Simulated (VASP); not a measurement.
# SiC (P3m1) in VASP: a series of runs

The runs below take SiC through single point, with r2SCAN.

Program: VASP 6.6.1. These are calculated values, not measurements. Logs are shortened: lines on timing, memory, paths and dates and some standing lists are left out, and cuts for length are marked.

### Step 1. The cell of the first run

Symmetry: P3m1, No. 156, trigonal system. The conventional cell has a = 3.078 Å, b = 3.078 Å, c = 9.927 Å, α = 90.00°, β = 90.00°, γ = 120.00°. Si (site symmetry 3m) has 4 C at 1.74 to 1.89 Å within 2.3 Å. Within 2.5 Å of Si (site symmetry 3m) lie 4 C at 1.89 Å. Si (site symmetry 3m) has 4 C at 1.88 to 1.89 Å within 2.5 Å. Within 2.5 Å of Si (site symmetry 3m) lie 4 C at 1.88 to 1.89 Å. Within 2.3 Å of C (site symmetry 3m) lie 4 Si at 1.74 to 1.88 Å. C (site symmetry 3m) has 4 Si at 1.88 to 1.89 Å within 2.5 Å. Within 2.5 Å of C (site symmetry 3m) lie 4 Si at 1.89 Å. C (site symmetry 3m) has 4 Si at 1.89 Å within 2.5 Å.

### Step 2. Single point, r2SCAN (the distance across one plane changed)

Contents of POSCAR:

```
SiC
1.0
   -1.5387796673     -2.6652445653      0.0000000000
    1.5387796672     -2.6652445654      0.0000000000
    0.0000000000      0.0000000000      9.9267691650
Si C
4 4
Direct
    0.3333333333      0.3333333333      0.0954585895
    0.6666666667      0.6666666667      0.6030139178
    0.0000000000      0.0000000000      0.8568479841
    0.0000000000      0.0000000000      0.3492926558
    0.3333333333      0.3333333333      0.9196943196
    0.6666666667      0.6666666667      0.4121389913
    1.0000000000      0.0000000000      0.6665868216
    1.0000000000      0.0000000000      0.1590314933
```

Contents of INCAR.step1:

```
PREC = Accurate
ENCUT = 520
ISMEAR = 0
SIGMA = 0.05
LREAL = F
LASPH = T
NELM = 60
NBANDS = 26
GGA = PE
ALGO = Normal
EDIFF = 1E-4
LWAVE = T
LCHARG = F
```

Contents of INCAR.step2:

```
PREC = Accurate
ENCUT = 520
EDIFF = 1E-7
ISMEAR = 0
SIGMA = 0.05
LREAL = F
LASPH = T
NELM = 60
ALGO = Normal
ISIF = 2
LWAVE = F
LCHARG = F
METAGGA = R2SCAN
LMIXTAU = T
NBANDS = 26
ISTART = 1
```

Contents of KPOINTS:

```
regular mesh
0
Gamma
  8 8 3
```

Potentials or basis: VASP PAW PBE potentials, release 64 (Si, C).

The run is started by

```bash
$ cat potpaw_PBE.64/Si/POTCAR potpaw_PBE.64/C/POTCAR > POTCAR
$ cp INCAR.step1 INCAR
$ mpirun -np 1 vasp_std > vasp.out
$ cp INCAR.step2 INCAR
$ mpirun -np 1 vasp_std > vasp.out
```

OUTCAR:

```text
PREC = Accurate
   ENCUT = 520
   EDIFF = 1E-7
   ISMEAR = 0
   LREAL = F
   LASPH = T
   NELM = 60
   ISIF = 2
   METAGGA = R2SCAN
   ISTART = 1

 ion  position               nearest neighbor table
   1  0.333  0.333  0.095-   5 1.74   8 1.89   8 1.89   8 1.89   3 2.96   3 2.96   3 2.96   4 3.08
                             4 3.08   4 3.08
   2  0.667  0.667  0.603-   7 1.89   7 1.89   7 1.89   6 1.89   4 3.08   4 3.08   4 3.08   3 3.08
                             3 3.08   3 3.08
   3  0.000  0.000  0.857-   5 1.88   5 1.88   5 1.88   7 1.89   1 2.96   1 2.96   1 2.96   2 3.08
                             2 3.08   2 3.08
   4  0.000  0.000  0.349-   6 1.88   6 1.88   6 1.88   8 1.89   2 3.08   2 3.08   2 3.08   1 3.08
                             1 3.08   1 3.08
   5  0.333  0.333  0.920-   1 1.74   3 1.88   3 1.88   3 1.88
   6  0.667  0.667  0.412-   4 1.88   4 1.88   4 1.88   2 1.89
   7  0.000  0.000  0.667-   2 1.89   2 1.89   2 1.89   3 1.89
   8  0.000  0.000  0.159-   1 1.89   1 1.89   1 1.89   4 1.89

  LATTYP: Found a hexagonal cell.
 ALAT       =     3.0775593345
 C/A-ratio  =     3.2255329909

  Lattice vectors:

 A1 = (  -1.5387796672,   2.6652445654,   0.0000000000)
 A2 = (  -1.5387796673,  -2.6652445653,   0.0000000000)
 A3 = (   0.0000000000,   0.0000000000,   9.9267691650)

Analysis of symmetry for initial positions (statically):
=====================================================================
 Subroutine PRICEL returns:
 Original cell was already a primitive cell.

 Routine SETGRP: Setting up the symmetry group for a
 hexagonal supercell.

 Subroutine GETGRP returns: Found  6 space group operations
 (whereof  6 operations were pure point group operations)
 out of a pool of 24 trial point group operations.

The static configuration has the point symmetry C_3v.

Analysis of symmetry for dynamics (positions and initial velocities):
=====================================================================
 Subroutine PRICEL returns:
 Original cell was already a primitive cell.

 Routine SETGRP: Setting up the symmetry group for a
 hexagonal supercell.

 Subroutine GETGRP returns: Found  6 space group operations
 (whereof  6 operations were pure point group operations)
 out of a pool of 24 trial point group operations.

The dynamic configuration has the point symmetry C_3v.

 Subroutine INISYM returns: Found  6 space group operations
 (whereof  6 operations are pure point group operations),
 and found     1 'primitive' translations

----------------------------------------------------------------------------------------

                                     Primitive cell

  volume of cell :      81.4238

  direct lattice vectors                    reciprocal lattice vectors
    -1.538779667 -2.665244565  0.000000000    -0.324932809 -0.187600045  0.000000000
     1.538779667 -2.665244565  0.000000000     0.324932809 -0.187600045  0.000000000
     0.000000000  0.000000000  9.926769165     0.000000000  0.000000000  0.100737711

  length of vectors
     3.077559334  3.077559335  9.926769165     0.375200090  0.375200090  0.100737711

  position of ions in fractional coordinates (direct lattice)
     0.333333333  0.333333333  0.095458589
     0.666666667  0.666666667  0.603013918
     0.000000000  0.000000000  0.856847984
     0.000000000  0.000000000  0.349292656
     0.333333333  0.333333333  0.919694320
     0.666666667  0.666666667  0.412138991
     0.000000000  0.000000000  0.666586822
     0.000000000  0.000000000  0.159031493

  ion indices of the primitive-cell ions
   primitive index   ion index
                 1           1
                 2           2
                 3           3
                 4           4
                 5           5
                 6           6
                 7           7
                 8           8

----------------------------------------------------------------------------------------

 KPOINTS: regular mesh

Automatic generation of k-mesh.
 Grid dimensions read from file:
 generate k-points for:    8    8    3

 Generating k-lattice:

  Cartesian coordinates                     Fractional coordinates (reciprocal lattice)
    -0.040616601 -0.023450006  0.000000000     0.125000000 -0.000000000  0.000000000
     0.040616601 -0.023450006  0.000000000     0.000000000  0.125000000  0.000000000
     0.000000000  0.000000000  0.033579237     0.000000000  0.000000000  0.333333333

  Length of vectors
     0.046900011  0.046900011  0.033579237

  Shift w.r.t. Gamma in fractional coordinates (k-lattice)
     0.000000000  0.000000000  0.000000000

 Subroutine IBZKPT returns following result:
 ===========================================

 Found     25 irreducible k-points:

 Following reciprocal coordinates:
            Coordinates               Weight
  0.000000  0.000000  0.000000      1.000000
  0.125000  0.000000  0.000000      6.000000
  0.250000  0.000000  0.000000      6.000000
  0.375000  0.000000  0.000000      6.000000
  0.500000  0.000000  0.000000      3.000000
  0.250000  0.125000  0.000000      6.000000
[... 16 lines left out ...]
  0.375000  0.500000  0.333333     12.000000
  0.500000  0.250000  0.333333     12.000000
   k-points           NKPTS =     25   k-points in BZ     NKDIM =     25   number of bands    NBANDS=     26
   number of dos      NEDOS =    301   number of ions     NIONS =      8
   total plane-waves  NPLWV =  46080
   dimension x,y,z NGX =    24 NGY =   24 NGZ =   80
   dimension x,y,z NGXF=    48 NGYF=   48 NGZF=  160
   ions per type =               4   4
   NGX,Y,Z   is equivalent  to a cutoff of  12.96, 12.96, 13.40 a.u.
   NGXF,Y,Z  is equivalent  to a cutoff of  25.93, 25.93, 26.80 a.u.
 SYSTEM =  unknown system
   PREC   = accura    normal or accurate (medium, high low for compatibility)
   ISTART =      1    job   : 0-new  1-cont  2-samecut
   ICHARG =      0    charge: 1-file 2-atom 10-const
   ISPIN  =      1    spin polarized calculation?
   LNONCOLLINEAR =      F non collinear calculations
   LSORBIT =      F    spin-orbit coupling
   LASPH  =      T    aspherical Exc in radial PAW
   ENCUT  =  520.0 eV  38.22 Ry    6.18 a.u.   5.72  5.72 18.46*2*pi/ulx,y,z
   NELM   =     60;   NELMIN=  2; NELMDL=  0     # of ELM steps
   EDIFF  = 0.1E-06   stopping-criterion for ELM
   LREAL  =      F    real-space projection
   EDIFFG = 0.1E-05   stopping-criterion for IOM
   NSW    =      0    number of steps for IOM
   IBRION =     -1    ionic relax: 0-MD 1-quasi-New 2-CG
   NFREE  =      0    steps in history (QN), initial steepest desc. (CG)
   ISIF   =      2    stress and relaxation
   ISYM   =      2    0-nonsym 1-usesym 2-fastsym
   POTIM  = 0.5000    time-step for ionic-motion
   TEBEG  =    0.0;   TEEND  =   0.0 temperature during run
   PSTRESS=    0.0 pullay stress
   NELECT =      32.0000    total number of electrons
   NUPDOWN=      -1.0000    fix difference up-down
   EMIN   =  10.00;   EMAX   =-10.00  energy-range for DOS
   EFERMI =   0.00;   METHOD = LEGACY
   ISMEAR =     0;   SIGMA  =   0.05  broadening in eV -4-tet -1-fermi 0-gaus
   EFERMI_NEDOS =   21; number of points for ismear=-14 and -15
   IALGO  =     38    algorithm
   IMIX   =      4    mixing-type and parameters
     AMIX     =   0.40;   BMIX     =  1.00
     AMIX_MAG =   1.60;   BMIX_MAG =  1.00
  volume/ion in A,a.u.               =      10.18        68.68
  Fermi-wavevector in a.u.,A,eV,Ry     =   1.199152  2.266069 19.564719  1.437966
  Thomas-Fermi vector in A             =   2.335022
   LORBIT       =      0    0 simple, 1 ext, 2 COOP (PROOUT), +10 PAW based schemes
   METAGGA = R2SCAN    functional components
   LHFCALC =     F    Hartree Fock is set to
   AEXX    =    0.0000 exact exchange contribution
   IVDW    =     0    specifies the selected vdW correction
   LEPSILON=     F    determine dielectric tensor
   LRPA    =     F    only Hartree local field effects (RPA)
 non-spin polarized calculation
 Gauss-broadening in eV      SIGMA  =   0.05
  energy-cutoff  :      520.00
  volume of cell :       81.42
 maximum number of plane-waves:      2224
   NGX = 11   NGY = 11   NGZ = 37

 number of electron      32.0000000 magnetization

 Free energy of the ion-electron system (eV)
  ---------------------------------------------------
  ext. energy  EPLUGINS =         0.00000000
  ---------------------------------------------------
  free energy    TOTEN  =       -77.07353418 eV

  energy without entropy =      -77.07353418  energy(sigma->0) =      -77.07353418

 E-fermi :   8.5296     XC(G=0): -12.0015

 val. band max:        8.2868343048   @ k =   0.0000   0.0000   0.0000
 cond. band min:      10.8521280312   @ k =   0.5000   0.0000   0.0000
 fundamental gap:      2.5652937264
 Fermi energy:         8.5295714457

 k-point     1 :       0.0000    0.0000    0.0000
  band No.  band energies     occupation
      1      -8.2376      2.00000
      2      -7.0106      2.00000
      3      -6.7057      2.00000
      4      -4.3142      2.00000
      5      -0.7618      2.00000
      6       3.6324      2.00000
[... 18 lines left out ...]
     25      16.5126      0.00000
     26      16.9257      0.00000

 k-point     2 :       0.1250    0.0000    0.0000
  band No.  band energies     occupation
      1      -7.9582      2.00000
      2      -6.7411      2.00000
      3      -6.4343      2.00000
      4      -4.0858      2.00000
      5      -0.5065      2.00000
      6       3.6677      2.00000
[... 18 lines left out ...]
     25      16.5798      0.00000
     26      16.6786      0.00000

 k-point     3 :       0.2500    0.0000    0.0000
  band No.  band energies     occupation
      1      -7.1401      2.00000
      2      -5.9608      2.00000
      3      -5.6467      2.00000
      4      -3.4710      2.00000
      5       0.1853      2.00000
      6       2.5111      2.00000
[... 18 lines left out ...]
     25      17.4569      0.00000
     26      18.0576      0.00000

 k-point     4 :       0.3750    0.0000    0.0000
  band No.  band energies     occupation
      1      -5.8789      2.00000
      2      -4.8225      2.00000
      3      -4.4818      2.00000
      4      -2.8973      2.00000
      5       0.2031      2.00000
      6       0.6717      2.00000
[... 18 lines left out ...]
     25      17.9342      0.00000
     26      18.4671      0.00000

 k-point     5 :       0.5000    0.0000    0.0000
  band No.  band energies     occupation
      1      -4.8124      2.00000
      2      -4.1782      2.00000
      3      -3.6786      2.00000
      4      -3.0710      2.00000
      5      -0.7655      2.00000
      6      -0.2611      2.00000
[... 18 lines left out ...]
     25      17.8806      0.00000
     26      19.4053      0.00000

 k-point     6 :       0.2500    0.1250    0.0000
  band No.  band energies     occupation
      1      -7.4088      2.00000
      2      -6.2150      2.00000
      3      -5.9038      2.00000
      4      -3.6604      2.00000
      5      -0.0250      2.00000
      6       3.2323      2.00000
[... 427 lines left out ...]
 k-point    21 :       0.2500    0.3750    0.3333
  band No.  band energies     occupation
      1      -6.2678      2.00000
      2      -5.6747      2.00000
      3      -4.2666      2.00000
      4      -3.3994      2.00000
      5       0.8367      2.00000
      6       1.2782      2.00000
[... 18 lines left out ...]
     25      17.5364      0.00000
     26      17.8310      0.00000

 k-point    22 :       0.5000    0.1250    0.3333
  band No.  band energies     occupation
      1      -4.9629      2.00000
      2      -4.4140      2.00000
      3      -3.4811      2.00000
      4      -3.0220      2.00000
      5      -0.2206      2.00000
      6       0.2843      2.00000
[... 18 lines left out ...]
     25      17.1657      0.00000
     26      18.1038      0.00000

 k-point    23 :       0.3750    0.5000    0.3333
  band No.  band energies     occupation
      1      -4.9635      2.00000
      2      -4.4114      2.00000
      3      -3.4893      2.00000
      4      -3.0145      2.00000
      5      -0.2152      2.00000
      6       0.2452      2.00000
[... 18 lines left out ...]
     25      17.0951      0.00000
     26      18.1273      0.00000

 k-point    24 :       0.5000    0.2500    0.3333
  band No.  band energies     occupation
      1      -5.1029      2.00000
      2      -4.5355      2.00000
      3      -3.4600      2.00000
      4      -2.9028      2.00000
      5       0.3918      2.00000
      6       0.7262      2.00000
[... 18 lines left out ...]
     25      17.9226      0.00000
     26      18.4783      0.00000

 [... further k-points ...]

------------------------ aborting loop because EDIFF is reached ----------------------------------------

  FORCE on cell =-STRESS in cart. coord.  units (eV):
  Direction    XX          YY          ZZ          XY          YZ          ZX
  --------------------------------------------------------------------------------------
  -------------------------------------------------------------------------------------
  Total       -0.0061599     -0.0061599      6.3273924      0.0000000      0.0000000      0.0000000
  in kB       -0.1212086     -0.1212086    124.5041783      0.0000000      0.0000000      0.0000000
  external PRESSURE =      41.4205870 kB  Pullay stress =       0.0000000 kB

 VOLUME and BASIS-vectors are now :
 -----------------------------------------------------------------------------
  energy-cutoff  :      520.00
  volume of cell :       81.42
      direct lattice vectors                 reciprocal lattice vectors
    -1.538779667 -2.665244565  0.000000000    -0.324932809 -0.187600045  0.000000000
     1.538779667 -2.665244565  0.000000000     0.324932809 -0.187600045  0.000000000
     0.000000000  0.000000000  9.926769165     0.000000000  0.000000000  0.100737711

 POSITION                                       TOTAL-FORCE (eV/Angst)
 -----------------------------------------------------------------------------------
     -0.00000     -1.77683      0.94760         0.000000     -0.000000      3.138481
     -0.00000     -3.55366      5.98598         0.000000     -0.000000     -0.146624
      0.00000      0.00000      8.50573        -0.000000      0.000000     -0.641431
      0.00000      0.00000      3.46735         0.000000     -0.000000     -0.147218
     -0.00000     -1.77683      9.12959        -0.000000     -0.000000     -2.924253
     -0.00000     -3.55366      4.09121        -0.000000      0.000000      0.144061
      0.00000      0.00000      6.61705        -0.000000      0.000000      0.164651
      0.00000      0.00000      1.57867        -0.000000      0.000000      0.412332
 -----------------------------------------------------------------------------------
    total drift:                                0.000000      0.000000     -0.000192

  FREE ENERGIE OF THE ION-ELECTRON SYSTEM (eV)
  ---------------------------------------------------
  free  energy   TOTEN  =       -77.0735341770 eV

  energy  without entropy=      -77.0735341770  energy(sigma->0) =      -77.07353418
```

Run time: 2.3 min. Hardware: 1 thread of AMD EPYC 9R45 (Zen 5), shared host; peak memory 0.19 GiB.

What came out:

| Quantity | Value |
| --- | --- |
| Free energy | -77.0735 eV |
| Pressure | 4.1 GPa |
| Largest force | 3.138 eV/Å |
| Band gap on the k mesh | 2.57 eV (least direct gap 3.71 eV) |

Forces in eV/Å, atoms in the order of the input:
```
Si   0.000  0.000  3.138
Si   0.000  0.000 -0.147
Si   0.000  0.000 -0.641
Si   0.000  0.000 -0.147
C    0.000  0.000 -2.924
C    0.000  0.000  0.144
C    0.000  0.000  0.165
C    0.000  0.000  0.412
```

Caveat: the cell differs from its parent crystal (the distance across one plane changed); the stress differs along the axes, from -0 to 12 GPa; the PAW data sets were made with another functional, which shifts forces and pressure a little. A k mesh can miss the band edges.

### Step 3. Single point, r2SCAN (the distance across one plane changed)

Contents of POSCAR:

```
SiC
1.0
   -1.5387796673     -2.6652445653      0.0000000000
    1.5387796672     -2.6652445654      0.0000000000
    0.0000000000      0.0000000000     10.3267691650
Si C
4 4
Direct
    0.3333333333      0.3333333333      0.0917610694
    0.6666666667      0.6666666667      0.5796566060
    0.0000000000      0.0000000000      0.8236585917
    0.0000000000      0.0000000000      0.3357630552
    0.3333333333      0.3333333333      0.8840706195
    0.6666666667      0.6666666667      0.3961750829
    1.0000000000      0.0000000000      0.6407670590
    1.0000000000      0.0000000000      0.1528715225
```

Changes to INCAR.step1 since step 2:

```diff
@@ -6,3 +6,3 @@
 LASPH = T
-NELM = 60
+NELM = 100
 NBANDS = 26
```

Changes to INCAR.step2 since step 2:

```diff
@@ -7,3 +7,3 @@
 LASPH = T
-NELM = 60
+NELM = 100
 ALGO = Normal
```

KPOINTS is that of step 2.

Potentials or basis: VASP PAW PBE potentials, release 64 (Si, C).

The run is started by

```bash
$ cat potpaw_PBE.64/Si/POTCAR potpaw_PBE.64/C/POTCAR > POTCAR
$ cp INCAR.step1 INCAR
$ mpirun -np 1 vasp_std > vasp.out
$ cp INCAR.step2 INCAR
$ mpirun -np 1 vasp_std > vasp.out
```

Run time: 3.2 min. Hardware: 1 thread of AMD EPYC 9R45 (Zen 5), shared host; peak memory 0.19 GiB.

It converged, with:

```yaml
Free_energy: -76.9461 eV
Pressure: -3.7 GPa
Largest_force: 1.989 eV/Å
Band_gap_on_the_k_mesh: 2.32 eV (least direct gap 3.64 eV)
```

Forces in eV/Å, atoms in the order of the input:
```
Si   0.000  0.000 -1.989
Si   0.000  0.000  0.225
Si   0.000  0.000  0.966
Si   0.000  0.000  0.226
C    0.000  0.000  1.531
C    0.000  0.000 -0.215
C    0.000  0.000 -0.258
C    0.000  0.000 -0.487
```

Stress tensor (GPa, compression positive):
```
 -0.29   0.00   0.00
  0.00  -0.29   0.00
  0.00   0.00 -10.58
```

Levels at points of the mesh, in eV from the valence-band top:
| k point | band 12 | band 13 | band 14 | band 15 | band 16 | band 17 | band 18 | band 19 | band 20 | band 21 |
| --- | --- | --- | --- | --- | --- | --- | --- | --- | --- | --- |
| (0.00, 0.00, 0.00) | -0.62 | -0.62 | -0.21 | 0.00 | 0.00 | 5.46 | 5.78 | 6.19 | 6.98 | 7.28 |
| (0.50, 0.00, 0.00) | -2.79 | -2.70 | -2.37 | -1.59 | -1.32 | 2.32 | 2.66 | 4.52 | 4.74 | 5.56 |

Caveat: the cell differs from its parent crystal (the distance across one plane changed); the stress differs along the axes, from -11 to -0 GPa; the PAW data sets were made with another functional, which shifts forces and pressure a little.
